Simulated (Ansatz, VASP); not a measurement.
**One calculation of Sb, two programs**

```xyz
4
Lattice="3.2716 0.0000 0.0000 -1.6358 2.8333 0.0000 0.0000 0.0000 11.0782" Properties=species:S:1:pos:R:3 pbc="T T T"
Sb    1.6358    2.8333   11.0782
Sb    1.6358    2.8333    5.5391
Sb    0.0000    1.8889    2.7696
Sb    1.6358    0.9444    8.3087
```

Alike in both runs: task single point; functional LDA; k mesh 13 × 13 × 4; occupations fermi-dirac, width 0.1 eV; no spin polarisation.

|  | VASP | Ansatz |
| --- | --- | --- |
| version | VASP 6.6.1 | Ansatz 0.2.0 |
| potentials or method | VASP PAW LDA potentials, release 64 (Sb), cutoff 520 eV | plane waves (420 eV) with PAW, scalar-relativistic |
| valence electrons in the cell | 20 | 60 |

Ansatz gave:

- pressure (GPa): 0.2
- traceless stress, the component that is largest in VASP (GPa): -0.34

Q: Estimate VASP's values.

A: Pressure (GPa): 0.3; traceless stress, the component that is largest in VASP (GPa): -0.36.

Ansatz warns that its potentials were made for another functional, while VASP's fit it. LDA's correlation is that of Perdew and Zunger in VASP and of Perdew and Wang (1992) in Ansatz. VASP's potentials hold 20 valence electrons a cell and Ansatz's 60, so a difference there can come from the potentials and not from the codes.

Neither program's run includes spin-orbit coupling.
